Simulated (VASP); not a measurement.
# Sr in VASP: further runs, part 2 of 2

VASP 6.6.1. The steps go on from the part before.

## Step 3: Single point, PBE

This run uses another cell than the first one, of 264.23 Å³/atom, 1.054 times its volume.

INCAR

```
  ALGO = Normal
  DIPOL = 0.5 0.5 0.301
  EDIFF = 1E-6
  ENCUT = 520
  GGA = PE
  IDIPOL = 3
  ISIF = 2
  ISMEAR = 0
  LASPH = True
  LCHARG = False
  LDIPOL = True
  LREAL = False
  LWAVE = False
  NBANDS = 17
  NELM = 80
  PREC = Accurate
  SIGMA = 0.02
```

KPOINTS

```
k-points
0
Gamma
  8 8 1
```

POSCAR

```
Sr
1.0
    4.2051524774      0.0000000000      0.0000000000
    0.0000000000      4.2051524774      0.0000000000
    0.0000000000      0.0000000000     29.8846998400
Sr
2
Direct
    0.5000000000      0.0000000000      0.2526164548
    0.0000000000      0.5000000000      0.3496984454
```

Potentials or basis: VASP PAW PBE potentials, release 64 (Sr_sv).

Started as:

```sh
> cat potpaw_PBE.64/Sr_sv/POTCAR > POTCAR
> mpirun -np 1 vasp_std > vasp.out
```

OUTCAR:

```text
EDIFF = 1E-6
   ENCUT = 520
   GGA = PE
   ISIF = 2
   ISMEAR = 0
   LASPH = True
   LREAL = False
   NELM = 80
   PREC = Accurate

 ion  position               nearest neighbor table
   1  0.500  0.000  0.253-   2 4.15   2 4.15   2 4.15   2 4.15
   2  0.000  0.500  0.350-   1 4.15   1 4.15   1 4.15   1 4.15

  LATTYP: Found a simple tetragonal cell.
 ALAT       =     4.2051524774
 C/A-ratio  =     7.1066863807

  Lattice vectors:

[... 485 lines left out ...]

  FORCE on cell =-STRESS in cart. coord.  units (eV):
  Direction    XX          YY          ZZ          XY          YZ          ZX
  --------------------------------------------------------------------------------------
  -------------------------------------------------------------------------------------
  Total       -0.3827740     -0.3827740      0.1905454      0.0000000      0.0000000      0.0000000
  in kB       -1.1604879     -1.1604879      0.5776924      0.0000000      0.0000000      0.0000000
  external PRESSURE =      -0.5810945 kB  Pullay stress =       0.0000000 kB

 VOLUME and BASIS-vectors are now :
 -----------------------------------------------------------------------------
  energy-cutoff  :      520.00
  volume of cell :      528.46
      direct lattice vectors                 reciprocal lattice vectors
     4.205152477  0.000000000  0.000000000     0.237803505  0.000000000  0.000000000
     0.000000000  4.205152477  0.000000000     0.000000000  0.237803505  0.000000000
     0.000000000  0.000000000 29.884699840     0.000000000  0.000000000  0.033461939

 POSITION                                       TOTAL-FORCE (eV/Angst)
 -----------------------------------------------------------------------------------
      2.10258      0.00000      7.54937        -0.000000     -0.000000     -0.067523
      0.00000      2.10258     10.45063         0.000000      0.000000      0.067523
 -----------------------------------------------------------------------------------
    total drift:                                0.000000      0.000000      0.000030

  FREE ENERGIE OF THE ION-ELECTRON SYSTEM (eV)
  ---------------------------------------------------
  free  energy   TOTEN  =        -2.4987924888 eV

  energy  without entropy=       -2.4982866471  energy(sigma->0) =       -2.49853957

 vacuum level on the upper side and lower side of the slab         0.919         0.919
```

OSZICAR:

```text
N       E                     dE             d eps       ncg     rms          rms(c)
DAV:   1     0.950324078998E+02    0.95032E+02   -0.82368E+03   702   0.768E+02
DAV:   2     0.817398162838E+01   -0.86858E+02   -0.85938E+02   703   0.172E+02
DAV:   3    -0.211523685087E+01   -0.10289E+02   -0.10272E+02   862   0.414E+01
[... 15 lines left out ...]
DAV:  19    -0.249877904828E+01   -0.74972E-05   -0.19278E-07   494   0.232E-03    0.489E-04
DAV:  20    -0.249878903340E+01   -0.99851E-05   -0.22999E-07   493   0.170E-03    0.398E-04
DAV:  21    -0.249879039447E+01   -0.13611E-05   -0.44894E-08   524   0.720E-04    0.220E-04
DAV:  22    -0.249879193008E+01   -0.15356E-05   -0.18225E-08   449   0.396E-04    0.701E-05
DAV:  23    -0.249879248876E+01   -0.55868E-06   -0.89177E-09   466   0.236E-04
   1 F= -.24987925E+01 E0= -.24985396E+01  d E =-.505842E-03
```

stdout:

```text
POSCAR found type information on POSCAR Sr
 POSCAR found :  1 types and       2 ions
 scaLAPACK will be used
 LDA part: xc-table for (Slater+PW92), standard interpolation
 POSCAR, INCAR and KPOINTS ok, starting setup
 FFT: planning ... GRIDC
 FFT: planning ... GRID_SOFT
 FFT: planning ... GRID
 WAVECAR not read
 entering main loop
```

Run time: 3 min. Hardware: 1 thread of Oxide Virtual Turin-like, shared host; peak memory 0.51 GiB.

Results:

| Quantity | Value |
| --- | --- |
| Free energy | -2.4988 eV |
| Largest force | 0.068 eV/Å |
| Band gap on the k mesh | 0.05 eV, indirect (least direct gap 0.09 eV) |

Forces on the atoms (eV/Å):
```
Sr   0.000  0.000 -0.068
Sr   0.000  0.000  0.068
```

Levels at points of the mesh, in eV from the valence-band top:
| k point | band 8 | band 9 | band 10 | band 11 | band 12 | band 13 |
| --- | --- | --- | --- | --- | --- | --- |
| (0.00, 0.00, 0.00) | -18.85 | -3.20 | -1.66 | 0.34 | 0.46 | 0.57 |
| (0.50, 0.00, 0.00) | -18.86 | -1.10 | -1.10 | 0.34 | 0.34 | 1.29 |
| (0.50, 0.50, 0.00) | -18.94 | -0.29 | -0.29 | 0.38 | 0.38 | 1.84 |

## Step 4: Single point, PBE

INCAR

```
SYSTEM = Sr
ALGO     = Normal         ! electronic algorithm
DIPOL    = 0.5 0.5 0.301
EDIFF    = 1E-7           ! SCF threshold, eV
ENCUT    = 520            ! plane-wave cutoff, eV
GGA      = PE             ! functional
IDIPOL   = 3            
ISIF     = 2              ! what is computed and relaxed
ISMEAR   = 0              ! smearing method
LASPH    = .True.         ! aspherical terms in the spheres
LCHARG   = .False.        ! write CHGCAR
LDIPOL   = .True.       
LREAL    = .False.        ! projectors in reciprocal space
LWAVE    = .False.        ! write WAVECAR
NBANDS   = 17             ! bands
NELM     = 100            ! most SCF steps
PREC     = Accurate       ! precision mode
SIGMA    = 0.01           ! smearing width, eV
```

KPOINTS

```
k-points
0
Gamma
  10 10 1
  0 0 0
```

POSCAR

```
Sr
1.0
    4.0960560692      0.0000000000      0.0000000000
    0.0000000000      4.0960560692      0.0000000000
    0.0000000000      0.0000000000     29.8846998400
Sr
2
Direct
    0.5000000000      0.0000000000      0.2507022787
    0.0000000000      0.5000000000      0.3516126215
```

Started as:

```sh
> cat potpaw_PBE.64/Sr_sv/POTCAR > POTCAR
> mpirun -np 1 vasp_std > vasp.out
```

Run time: 3.2 min. Hardware: 1 thread of Oxide Virtual Turin-like, shared host; peak memory 0.52 GiB.

Results (log left out):

- Free energy: -2.5172 eV
- Largest force: 0.047 eV/Å
- Band gap on the k mesh: 0.07 eV, indirect (least direct gap 0.21 eV)

Forces on the atoms (eV/Å):
```
Sr   0.000  0.000  0.047
Sr   0.000  0.000 -0.047
```

Levels at points of the mesh, in eV from the valence-band top:
```
           k point  band 8  band 9  band 10  band 11  band 12  band 13
(0.00, 0.00, 0.00)  -18.75   -3.22    -1.78     0.25     0.52     0.54
(0.50, 0.00, 0.00)  -18.76   -1.02    -1.02     0.35     0.35     1.20
(0.50, 0.50, 0.00)  -18.87   -0.29    -0.29     0.48     0.48     1.92
```

## Step 5: Single point, PBE

This run uses another cell than the first one, of 253.90 Å³/atom, 1.013 times its volume.

INCAR

```
SYSTEM = Sr
PREC = Accurate
ENCUT = 520
EDIFF = 1E-6
ISMEAR = 0
SIGMA = 0.01
LREAL = .False.
LASPH = .True.
NELM = 100
ALGO = Normal
ISIF = 2
LWAVE = .False.
LCHARG = .False.
LDIPOL = .True.
IDIPOL = 3
DIPOL = 0.5 0.5 0.301
GGA = PE
NBANDS = 17
```

KPOINTS

```
Automatic mesh
0
Gamma
  10 10 1
  0 0 0
```

POSCAR

```
Sr
1.0
    4.1221277573      0.0000000000      0.0000000000
    0.0000000000      4.1221277573      0.0000000000
    0.0000000000      0.0000000000     29.8846998400
Sr
2
Direct
    0.5000000000      0.0000000000      0.2516935555
    0.0000000000      0.5000000000      0.3506213447
```

Potentials or basis: VASP PAW PBE potentials, release 64 (Sr_sv).

Started as:

```sh
> cat potpaw_PBE.64/Sr_sv/POTCAR > POTCAR
> mpirun -np 1 vasp_std > vasp.out
```

OUTCAR:

```text
SYSTEM = Sr
   PREC = Accurate
   ENCUT = 520
   EDIFF = 1E-6
   ISMEAR = 0
   LREAL = .False.
   LASPH = .True.
   NELM = 100
   ISIF = 2
   GGA = PE

 ion  position               nearest neighbor table
   1  0.500  0.000  0.252-   2 4.15   2 4.15   2 4.15   2 4.15
   2  0.000  0.500  0.351-   1 4.15   1 4.15   1 4.15   1 4.15

  LATTYP: Found a simple tetragonal cell.
 ALAT       =     4.1221277573
 C/A-ratio  =     7.2498237802

  Lattice vectors:

[... 611 lines left out ...]

  FORCE on cell =-STRESS in cart. coord.  units (eV):
  Direction    XX          YY          ZZ          XY          YZ          ZX
  --------------------------------------------------------------------------------------
  -------------------------------------------------------------------------------------
  Total        0.0095866      0.0095866      0.0025246      0.0000000      0.0000000     -0.0000000
  in kB        0.0302471      0.0302471      0.0079655      0.0000000      0.0000000     -0.0000000
  external PRESSURE =       0.0228199 kB  Pullay stress =       0.0000000 kB

 VOLUME and BASIS-vectors are now :
 -----------------------------------------------------------------------------
  energy-cutoff  :      520.00
  volume of cell :      507.80
      direct lattice vectors                 reciprocal lattice vectors
     4.122127757  0.000000000  0.000000000     0.242593160  0.000000000  0.000000000
     0.000000000  4.122127757  0.000000000     0.000000000  0.242593160  0.000000000
     0.000000000  0.000000000 29.884699840     0.000000000  0.000000000  0.033461939

 POSITION                                       TOTAL-FORCE (eV/Angst)
 -----------------------------------------------------------------------------------
      2.06106      0.00000      7.52179         0.000000      0.000000     -0.002641
      0.00000      2.06106     10.47821        -0.000000      0.000000      0.002641
 -----------------------------------------------------------------------------------
    total drift:                                0.000000      0.000000      0.000020

  FREE ENERGIE OF THE ION-ELECTRON SYSTEM (eV)
  ---------------------------------------------------
  free  energy   TOTEN  =        -2.5190294218 eV

  energy  without entropy=       -2.5190294185  energy(sigma->0) =       -2.51902942

 vacuum level on the upper side and lower side of the slab         0.939         0.939
```

stdout:

```text
POSCAR found type information on POSCAR Sr
 POSCAR found :  1 types and       2 ions
 scaLAPACK will be used
 LDA part: xc-table for (Slater+PW92), standard interpolation
 POSCAR, INCAR and KPOINTS ok, starting setup
 FFT: planning ... GRIDC
 FFT: planning ... GRID_SOFT
 FFT: planning ... GRID
 WAVECAR not read
 entering main loop
```

It took 5.2 min on 1 thread of Oxide Virtual Turin-like, shared host; peak memory 0.53 GiB.

Results:

- Free energy: -2.5190 eV
- Band gap on the k mesh: 0.07 eV, indirect (least direct gap 0.23 eV)

Forces in eV/Å, atoms in the order of the input:
```
Sr   0.000  0.000 -0.003
Sr   0.000  0.000  0.003
```

## Step 6: Overview

| cell | k mesh | smearing | gap on the mesh (eV) | largest force (eV/Å) |
| --- | --- | --- | --- | --- |
| a = 4.096, b = 4.096, c = 29.885 Å, 2 atoms | 8 × 8 × 1 | gaussian 0.02 eV | 0.13 | - |
| a = 4.205, b = 4.205, c = 29.885 Å, 2 atoms | 8 × 8 × 1 | gaussian 0.02 eV | 0.05 | 0.07 |
| a = 4.096, b = 4.096, c = 29.885 Å, 2 atoms | 10 × 10 × 1 | gaussian 0.01 eV | 0.07 | 0.05 |
| a = 4.122, b = 4.122, c = 29.885 Å, 2 atoms | 10 × 10 × 1 | gaussian 0.01 eV | 0.07 | - |

Alike in all rows: task single point; level PBE; potentials or basis VASP PAW PBE potentials, release 64 (Sr_sv); no spin polarisation; cutoff (eV) 520.

Absolute energies hang on the potentials; compare differences alone.
